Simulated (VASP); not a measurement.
# Mg2TlO in VASP: further runs

Runs on Mg2TlO. Level: PBE. Tasks: single point.

Program: VASP 6.6.1. These are calculated values, not measurements. Logs are shortened: lines on timing, memory, paths and dates and some standing lists are left out, and cuts for length are marked.

### 1 The cell of the first run

The cell holds a sheet with vacuum, 4 atoms: a = 5.257 Å, b = 5.257 Å, c = 23.800 Å, α = 90.00°, β = 90.00°, γ = 90.00°.

The cell was generated, and may not be a known phase.

### 2 Single point, PBE

Input file INCAR:

```
ALGO = Normal
DIPOL = 0.5 0.5 0.294
EDIFF = 1E-7
ENCUT = 520
GGA = PE
IDIPOL = 3
ISIF = 2
ISMEAR = 0
LASPH = T
LCHARG = F
LDIPOL = T
LREAL = F
LWAVE = F
NBANDS = 20
NELM = 60
PREC = Accurate
SIGMA = 0.1
```

Input file KPOINTS:

```
k-points
0
Gamma
  4 4 1
```

Input file POSCAR:

```
Mg2TlO
1.0
    5.2574832119      0.0000000000      0.0000000000
    0.0000000000      5.2574832119      0.0000000000
    0.0000000000      0.0000000000     23.8000000000
Mg Tl O
2 1 1
Direct
    0.5000000000      0.0000000000      0.2941176471
    0.0000000000      0.5000000000      0.2941176471
    0.5000000000      0.5000000000      0.2941176471
    0.0000000000      0.0000000000      0.2941176471
```

Potentials or basis: VASP PAW PBE potentials, release 64 (Mg, Tl_d, O).

Run with:

```bash
$ cat potpaw_PBE.64/Mg/POTCAR potpaw_PBE.64/Tl_d/POTCAR potpaw_PBE.64/O/POTCAR > POTCAR
$ mpirun -np 1 vasp_std > vasp.out
```

OUTCAR:

```text
EDIFF = 1E-7
   ENCUT = 520
   GGA = PE
   ISIF = 2
   ISMEAR = 0
   LASPH = T
   LREAL = F
   NELM = 60
   PREC = Accurate

 ion  position               nearest neighbor table
   1  0.500  0.000  0.294-   3 2.63   4 2.63   3 2.63   4 2.63
   2  0.000  0.500  0.294-   3 2.63   4 2.63   4 2.63   3 2.63
   3  0.500  0.500  0.294-   1 2.63   2 2.63   1 2.63   2 2.63
   4  0.000  0.000  0.294-   1 2.63   2 2.63   2 2.63   1 2.63

  LATTYP: Found a simple tetragonal cell.
 ALAT       =     5.2574832119
 C/A-ratio  =     4.5268808365

  Lattice vectors:

 A1 = (   5.2574832119,   0.0000000000,   0.0000000000)
 A2 = (   0.0000000000,   5.2574832119,   0.0000000000)
 A3 = (   0.0000000000,   0.0000000000,  23.8000000000)

Analysis of symmetry for initial positions (statically):
=====================================================================
 Subroutine PRICEL returns:
 Original cell was already a primitive cell.

 Routine SETGRP: Setting up the symmetry group for a
 simple tetragonal supercell.

 Subroutine GETGRP returns: Found 16 space group operations
 (whereof  8 operations were pure point group operations)
 out of a pool of 16 trial point group operations.

The static configuration has the point symmetry C_4v.
 The point group associated with its full space group is D_4h.

Analysis of symmetry for dynamics (positions and initial velocities):
=====================================================================
 Subroutine PRICEL returns:
 Original cell was already a primitive cell.

 Routine SETGRP: Setting up the symmetry group for a
 simple tetragonal supercell.

 Subroutine GETGRP returns: Found 16 space group operations
 (whereof  8 operations were pure point group operations)
 out of a pool of 16 trial point group operations.

The dynamic configuration has the point symmetry C_4v.
 The point group associated with its full space group is D_4h.

 Subroutine INISYM returns: Found 16 space group operations
 (whereof  8 operations are pure point group operations),
 and found     1 'primitive' translations

----------------------------------------------------------------------------------------

                                     Primitive cell

  volume of cell :     657.8589

  direct lattice vectors                    reciprocal lattice vectors
     5.257483212  0.000000000  0.000000000     0.190205077  0.000000000  0.000000000
     0.000000000  5.257483212  0.000000000     0.000000000  0.190205077  0.000000000
[... 78 lines left out ...]
   POTIM  = 0.5000    time-step for ionic-motion
   TEBEG  =    0.0;   TEEND  =   0.0 temperature during run
   PSTRESS=    0.0 pullay stress
   NELECT =      23.0000    total number of electrons
   NUPDOWN=      -1.0000    fix difference up-down
   EMIN   =  10.00;   EMAX   =-10.00  energy-range for DOS
   EFERMI =   0.00;   METHOD = LEGACY
   ISMEAR =     0;   SIGMA  =   0.10  broadening in eV -4-tet -1-fermi 0-gaus
   EFERMI_NEDOS =   21; number of points for ismear=-14 and -15
   IALGO  =     38    algorithm
   IMIX   =      4    mixing-type and parameters
     AMIX     =   0.40;   BMIX     =  1.00
     AMIX_MAG =   1.60;   BMIX_MAG =  1.00
  volume/ion in A,a.u.               =     164.46      1109.86
  Fermi-wavevector in a.u.,A,eV,Ry     =   0.535311  1.011592  3.898863  0.286558
  Thomas-Fermi vector in A             =   1.560117
   LORBIT       =      0    0 simple, 1 ext, 2 COOP (PROOUT), +10 PAW based schemes
   GGA     = PE    functional components
   LHFCALC =     F    Hartree Fock is set to
   AEXX    =    0.0000 exact exchange contribution
   IVDW    =     0    specifies the selected vdW correction
   LEPSILON=     F    determine dielectric tensor
   LRPA    =     F    only Hartree local field effects (RPA)
 non-spin polarized calculation
 Gauss-broadening in eV      SIGMA  =   0.10
  energy-cutoff  :      520.00
  volume of cell :      657.86
 maximum number of plane-waves:     17772
 NGX is ok and might be reduce to    40
   NGX = 19   NGY = 19   NGZ = 89

 dipolmoment           0.000000      0.000000     -0.000002 electrons x Angstroem

 number of electron      22.9999999 magnetization

 dipolmoment           0.000000      0.000000      0.000001 electrons x Angstroem

 Free energy of the ion-electron system (eV)
  ---------------------------------------------------
  ext. energy  EPLUGINS =         0.00000000
  ---------------------------------------------------
  free energy    TOTEN  =        -9.12053500 eV

  energy without entropy =       -9.07912260  energy(sigma->0) =       -9.09982880

 E-fermi :  -2.6063     XC(G=0):  -1.7243

 val. band max:       -2.6112661411   @ k =   0.2500   0.2500   0.0000
 cond. band min:      -2.5658724955   @ k =   0.5000   0.0000   0.0000
 fundamental gap:      0.0453936456
 Fermi energy:        -2.6062561344

 k-point     1 :       0.0000    0.0000    0.0000
  band No.  band energies     occupation
      1     -18.4357      2.00000
      2     -14.9233      2.00000
      3     -14.8006      2.00000
      4     -14.7119      2.00000
      5     -14.7119      2.00000
      6     -14.6475      2.00000
[... 127 lines left out ...]
     19       2.7374      0.00000
     20       2.7932      0.00000

------------------------ aborting loop because EDIFF is reached ----------------------------------------

 vacuum level on the upper side and lower side of the slab       (xc-potential included)        -0.013        -0.013

  FORCE on cell =-STRESS in cart. coord.  units (eV):
  Direction    XX          YY          ZZ          XY          YZ          ZX
  --------------------------------------------------------------------------------------
  -------------------------------------------------------------------------------------
  Total       -0.3281065     -0.3281065     -0.0369232      0.0000000     -0.0000000      0.0000000
  in kB       -0.7990845     -0.7990845     -0.0899244      0.0000000     -0.0000000      0.0000000
  external PRESSURE =      -0.5626978 kB  Pullay stress =       0.0000000 kB

 VOLUME and BASIS-vectors are now :
 -----------------------------------------------------------------------------
  energy-cutoff  :      520.00
  volume of cell :      657.86
      direct lattice vectors                 reciprocal lattice vectors
     5.257483212  0.000000000  0.000000000     0.190205077  0.000000000  0.000000000
     0.000000000  5.257483212  0.000000000     0.000000000  0.190205077  0.000000000
     0.000000000  0.000000000 23.800000000     0.000000000  0.000000000  0.042016807

 POSITION                                       TOTAL-FORCE (eV/Angst)
 -----------------------------------------------------------------------------------
      2.62874      0.00000      7.00000         0.000000      0.000000     -0.000000
      0.00000      2.62874      7.00000         0.000000      0.000000     -0.000000
      2.62874      2.62874      7.00000         0.000000     -0.000000      0.000000
      0.00000      0.00000      7.00000         0.000000      0.000000     -0.000000
 -----------------------------------------------------------------------------------
    total drift:                               -0.000000     -0.000000      0.000022

  FREE ENERGIE OF THE ION-ELECTRON SYSTEM (eV)
  ---------------------------------------------------
  free  energy   TOTEN  =        -9.1205349998 eV

  energy  without entropy=       -9.0791225997  energy(sigma->0) =       -9.09982880

 vacuum level on the upper side and lower side of the slab         0.900         0.900
```

It took 3.7 min on 1 thread of Oxide Virtual Turin-like, shared host; peak memory 0.62 GiB.

Results:

```yaml
Free_energy: -9.1205 eV
Band_gap_on_the_k_mesh: zero (an odd number of electrons rules out a gap without spin polarisation)
```

Levels at points of the mesh, in eV from the Fermi level:
```
           k point  band 9  band 10  band 11  band 12  band 13  band 14  band 15  band 16
(0.00, 0.00, 0.00)   -2.36    -1.65     0.12     0.49     0.49     1.78     1.84     3.39
(0.50, 0.00, 0.00)   -1.97    -1.88    -1.31    -0.19     0.04     2.83     2.84     4.22
(0.50, 0.50, 0.00)   -3.41    -1.23    -0.04    -0.04     0.70     2.83     2.83     3.23
```

Caveat: spin-orbit coupling is left out, which moves the levels of the heavy elements; an odd number of electrons without spin polarisation forces a metal; a magnetic or distorted state may lie lower.

### 3 Single point, PBE

Input file INCAR:

```
SYSTEM = Mg2TlO
PREC = Accurate
ENCUT = 520
EDIFF = 1E-6
ISMEAR = 0
SIGMA = 0.1
LREAL = .False.
LASPH = .True.
NELM = 100
ALGO = Fast
ISIF = 2
LWAVE = .False.
LCHARG = .True.
LDIPOL = .True.
IDIPOL = 3
DIPOL = 0.5 0.5 0.294
GGA = PE
LELF = .True.
LVHAR = .True.
LVACPOTAV = .True.
NBANDS = 20
```

Input file KPOINTS:

```
Automatic mesh
0
Gamma
  10 10 1
  0 0 0
```

POSCAR: that of step 2 with these lines changed.

```diff
@@ -2,4 +2,4 @@
 1.0
-    5.2574832119      0.0000000000      0.0000000000
-    0.0000000000      5.2574832119      0.0000000000
+    5.2543191800      0.0000000000      0.0000000000
+    0.0000000000      5.2543191800      0.0000000000
     0.0000000000      0.0000000000     23.8000000000
```

Potentials or basis: VASP PAW PBE potentials, release 64 (Mg, Tl_d, O).

Run with:

```bash
$ cat potpaw_PBE.64/Mg/POTCAR potpaw_PBE.64/Tl_d/POTCAR potpaw_PBE.64/O/POTCAR > POTCAR
$ mpirun -np 1 vasp_std > vasp.out
```

It took 13 min on 1 thread of Oxide Virtual Turin-like, shared host; peak memory 0.81 GiB.

It converged, with:

- Free energy: -9.0802 eV
- Band gap on the k mesh: zero (an odd number of electrons rules out a gap without spin polarisation)
- Work function of the upper face: 3.49 eV
- Work function of the lower face: 3.49 eV

Levels at points of the mesh, in eV from the Fermi level:
```tsv
k point	band 8	band 9	band 10	band 11	band 12	band 13	band 14	band 15	band 16	band 17
(0.00, 0.00, 0.00)	-2.36	-2.36	-1.66	0.13	0.51	0.51	1.80	1.85	3.37	3.44
(0.50, 0.00, 0.00)	-2.24	-1.98	-1.89	-1.32	-0.16	0.05	2.83	2.85	4.21	4.44
(0.50, 0.50, 0.00)	-3.40	-3.40	-1.25	-0.04	-0.04	0.72	2.83	2.83	3.24	5.33
```

Caveat: spin-orbit coupling is left out, which moves the levels of the heavy elements; an odd number of electrons without spin polarisation forces a metal; a magnetic or distorted state may lie lower.

### 4 Single point, PBE

Input file INCAR:

```
PREC = Accurate
ENCUT = 520
EDIFF = 1E-7
ISMEAR = 0
SIGMA = 0.1
LREAL = False
LASPH = True
NELM = 60
ALGO = Fast
ISIF = 2
LWAVE = False
LCHARG = True
LDIPOL = True
IDIPOL = 3
DIPOL = 0.5 0.5 0.294
GGA = PE
LELF = True
LVHAR = True
LVACPOTAV = True
NBANDS = 20
```

Input file KPOINTS:

```
regular mesh
0
Gamma
  10 10 1
```

POSCAR: that of step 3 with these lines changed.

```diff
@@ -2,4 +2,4 @@
 1.0
-    5.2543191800      0.0000000000      0.0000000000
-    0.0000000000      5.2543191800      0.0000000000
+    5.2574832119      0.0000000000      0.0000000000
+    0.0000000000      5.2574832119      0.0000000000
     0.0000000000      0.0000000000     23.8000000000
```

Potentials or basis: VASP PAW PBE potentials, release 64 (Mg, Tl_d, O).

Run with:

```bash
$ cat potpaw_PBE.64/Mg/POTCAR potpaw_PBE.64/Tl_d/POTCAR potpaw_PBE.64/O/POTCAR > POTCAR
$ mpirun -np 1 vasp_std > vasp.out
```

OUTCAR:

```text
PREC = Accurate
   ENCUT = 520
   EDIFF = 1E-7
   ISMEAR = 0
   LREAL = False
   LASPH = True
   NELM = 60
   ISIF = 2
   GGA = PE

 ion  position               nearest neighbor table
   1  0.500  0.000  0.294-   3 2.63   4 2.63   3 2.63   4 2.63
   2  0.000  0.500  0.294-   3 2.63   4 2.63   4 2.63   3 2.63
   3  0.500  0.500  0.294-   1 2.63   2 2.63   1 2.63   2 2.63
   4  0.000  0.000  0.294-   1 2.63   2 2.63   2 2.63   1 2.63

  LATTYP: Found a simple tetragonal cell.
 ALAT       =     5.2574832119
 C/A-ratio  =     4.5268808365

  Lattice vectors:

 A1 = (   5.2574832119,   0.0000000000,   0.0000000000)
 A2 = (   0.0000000000,   5.2574832119,   0.0000000000)
 A3 = (   0.0000000000,   0.0000000000,  23.8000000000)

Analysis of symmetry for initial positions (statically):
=====================================================================
 Subroutine PRICEL returns:
 Original cell was already a primitive cell.

 Routine SETGRP: Setting up the symmetry group for a
 simple tetragonal supercell.

 Subroutine GETGRP returns: Found 16 space group operations
 (whereof  8 operations were pure point group operations)
 out of a pool of 16 trial point group operations.

The static configuration has the point symmetry C_4v.
 The point group associated with its full space group is D_4h.

Analysis of symmetry for dynamics (positions and initial velocities):
=====================================================================
 Subroutine PRICEL returns:
 Original cell was already a primitive cell.

 Routine SETGRP: Setting up the symmetry group for a
 simple tetragonal supercell.

 Subroutine GETGRP returns: Found 16 space group operations
 (whereof  8 operations were pure point group operations)
 out of a pool of 16 trial point group operations.

The dynamic configuration has the point symmetry C_4v.
 The point group associated with its full space group is D_4h.

 Subroutine INISYM returns: Found 16 space group operations
 (whereof  8 operations are pure point group operations),
 and found     1 'primitive' translations

[... 125 lines left out ...]
 non-spin polarized calculation
 RMM-DIIS sequential band-by-band and
 Gauss-broadening in eV      SIGMA  =   0.10
  energy-cutoff  :      520.00
  volume of cell :      657.86
 maximum number of plane-waves:     17772
 NGX is ok and might be reduce to    40
   NGX = 19   NGY = 19   NGZ = 89

 dipolmoment           0.000000      0.000000     -0.000002 electrons x Angstroem

 number of electron      22.9999999 magnetization

 dipolmoment           0.000000      0.000000      0.000001 electrons x Angstroem

 Free energy of the ion-electron system (eV)
  ---------------------------------------------------
  ext. energy  EPLUGINS =         0.00000000
  ---------------------------------------------------
  free energy    TOTEN  =        -9.08006049 eV

  energy without entropy =       -9.03638548  energy(sigma->0) =       -9.05822299

 E-fermi :  -2.5811     XC(G=0):  -1.7225

 val. band max:       -2.6056565943   @ k =   0.3000   0.3000   0.0000
 cond. band min:      -2.5803670394   @ k =   0.3000   0.2000   0.0000
 fundamental gap:      0.0252895548
 Fermi energy:        -2.5811208909

 k-point     1 :       0.0000    0.0000    0.0000
  band No.  band energies     occupation
      1     -18.4225      2.00000
      2     -14.8437      2.00000
      3     -14.7403      2.00000
      4     -14.6482      2.00000
      5     -14.6482      2.00000
      6     -14.5676      2.00000
[... 472 lines left out ...]
     19       2.7534      0.00000
     20       2.7982      0.00000

------------------------ aborting loop because EDIFF is reached ----------------------------------------

 vacuum level on the upper side and lower side of the slab       (xc-potential included)        -0.113        -0.112

  FORCE on cell =-STRESS in cart. coord.  units (eV):
  Direction    XX          YY          ZZ          XY          YZ          ZX
  --------------------------------------------------------------------------------------
  -------------------------------------------------------------------------------------
  Total       -0.1841577     -0.1841577     -0.0370244      0.0000000     -0.0000000      0.0000000
  in kB       -0.4485054     -0.4485054     -0.0901708      0.0000000     -0.0000000      0.0000000
  external PRESSURE =      -0.3290605 kB  Pullay stress =       0.0000000 kB

 VOLUME and BASIS-vectors are now :
 -----------------------------------------------------------------------------
  energy-cutoff  :      520.00
  volume of cell :      657.86
      direct lattice vectors                 reciprocal lattice vectors
     5.257483212  0.000000000  0.000000000     0.190205077  0.000000000  0.000000000
     0.000000000  5.257483212  0.000000000     0.000000000  0.190205077  0.000000000
     0.000000000  0.000000000 23.800000000     0.000000000  0.000000000  0.042016807

 POSITION                                       TOTAL-FORCE (eV/Angst)
 -----------------------------------------------------------------------------------
      2.62874      0.00000      7.00000         0.000000      0.000000      0.000000
      0.00000      2.62874      7.00000         0.000000      0.000000      0.000000
      2.62874      2.62874      7.00000         0.000000     -0.000000     -0.000000
      0.00000      0.00000      7.00000        -0.000000      0.000000      0.000000
 -----------------------------------------------------------------------------------
    total drift:                               -0.000000     -0.000000      0.000025

  FREE ENERGIE OF THE ION-ELECTRON SYSTEM (eV)
  ---------------------------------------------------
  free  energy   TOTEN  =        -9.0800604938 eV

  energy  without entropy=       -9.0363854846  energy(sigma->0) =       -9.05822299

 vacuum level on the upper side and lower side of the slab         0.907         0.907
```

stdout:

```text
POSCAR found type information on POSCAR MgTlO
 POSCAR found :  3 types and       4 ions
 scaLAPACK will be used
 LDA part: xc-table for (Slater+PW92), standard interpolation
 POSCAR, INCAR and KPOINTS ok, starting setup
 FFT: planning ... GRIDC
 FFT: planning ... GRID_SOFT
 FFT: planning ... GRID
 WAVECAR not read
 entering main loop
```

Run time: 16 min. Hardware: 1 thread of Oxide Virtual Turin-like, shared host; peak memory 0.75 GiB.

Results:

```yaml
Free_energy: -9.0801 eV
Band_gap_on_the_k_mesh: zero (an odd number of electrons rules out a gap without spin polarisation)
Work_function_of_the_upper_face: 3.49 eV
Work_function_of_the_lower_face: 3.49 eV
```

Levels at points of the mesh, in eV from the Fermi level:
| k point | band 9 | band 10 | band 11 | band 12 | band 13 | band 14 | band 15 | band 16 |
| --- | --- | --- | --- | --- | --- | --- | --- | --- |
| (0.00, 0.00, 0.00) | -2.36 | -1.65 | 0.13 | 0.51 | 0.51 | 1.80 | 1.85 | 3.36 |
| (0.50, 0.00, 0.00) | -1.98 | -1.88 | -1.32 | -0.16 | 0.05 | 2.83 | 2.84 | 4.20 |
| (0.50, 0.50, 0.00) | -3.40 | -1.24 | -0.04 | -0.04 | 0.72 | 2.83 | 2.83 | 3.24 |

Caveat: spin-orbit coupling is left out, which moves the levels of the heavy elements; an odd number of electrons without spin polarisation forces a metal; a magnetic or distorted state may lie lower.

### 5 Overview

```csv
cell,k mesh,gap on the mesh (eV),work function (eV)
"a = 5.257, b = 5.257, c = 23.800 Å, 4 atoms",4 × 4 × 1,none,-
"a = 5.254, b = 5.254, c = 23.800 Å, 4 atoms",10 × 10 × 1,none,3.49
"a = 5.257, b = 5.257, c = 23.800 Å, 4 atoms",10 × 10 × 1,none,3.49
```

Alike in all rows: task single point; level PBE; potentials or basis VASP PAW PBE potentials, release 64 (Mg, Tl_d, O); no spin polarisation; cutoff (eV) 520; smearing gaussian 0.1 eV.

Caveats: spin-orbit coupling is left out, which moves the levels of the heavy elements; an odd number of electrons without spin polarisation forces a metal; a magnetic or distorted state may lie lower.

Total energies depend on the potentials used, so only differences within one code and one set of settings carry meaning.

The gap in the log of VASP goes by the Fermi energy; the results here count the filled bands.